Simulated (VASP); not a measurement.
TaN: single point with PBEsol

Crystal: TaN.

```
Ta N
1.0
    -0.91512    1.83025    1.83025
     1.83025   -0.91512    1.83025
     1.83025    1.83025   -0.91512
Ta N
1 1
Cartesian
  1.3727 1.3727 1.3727
  0.0000 0.0000 0.0000
```

This cell differs from its parent crystal: ratio of the length along [111] to the lengths across it x 0.5, volume and fractional coordinates fixed.

| Item | Value |
| --- | --- |
| Program | VASP 6.6.1 |
| Task | single point |
| Functional | PBEsol |
| Potentials or basis | VASP PAW PBE potentials, release 64 (Ta_pv, N) |
| Cutoff | 520 eV |
| k mesh | 20 × 20 × 20 |
| Occupations | gaussian, width 0.15 eV |
| Spin | no spin polarisation |
| Dipole correction | no |
| Further INCAR settings | ALGO = Normal; EDIFF = 1e-06; NBANDS = 15 |

- Pressure: -7.3 GPa
- Band gap on the k mesh: zero (band 8 reaches 15.29 eV, above the bottom of band 9 at 6.47 eV)

Levels at points of the mesh, in eV from the Fermi level:
| k point | band 6 | band 7 | band 8 | band 9 | band 10 | band 11 |
| --- | --- | --- | --- | --- | --- | --- |
| (0.00, 0.00, 0.00) | -4.66 | -2.53 | -2.53 | -2.53 | 2.43 | 4.04 |
| (0.50, 0.00, 0.00) | -4.46 | -4.46 | -3.45 | 4.03 | 4.63 | 5.39 |
| (0.50, 0.50, 0.00) | -5.78 | -3.57 | -1.88 | 0.82 | 0.82 | 0.92 |
| (0.50, 0.50, 0.50) | -8.92 | -8.92 | 6.28 | 6.28 | 6.28 | 7.30 |

Wall time 22 s on 1 thread of Intel(R) Xeon(R) 6975P-C (Granite Rapids) (shared host), peak memory 0.2 GiB.

Caveat: the PAW data sets were made with another functional, which shifts forces and pressure a little; spin-orbit coupling is left out, which moves the levels of the heavy elements.
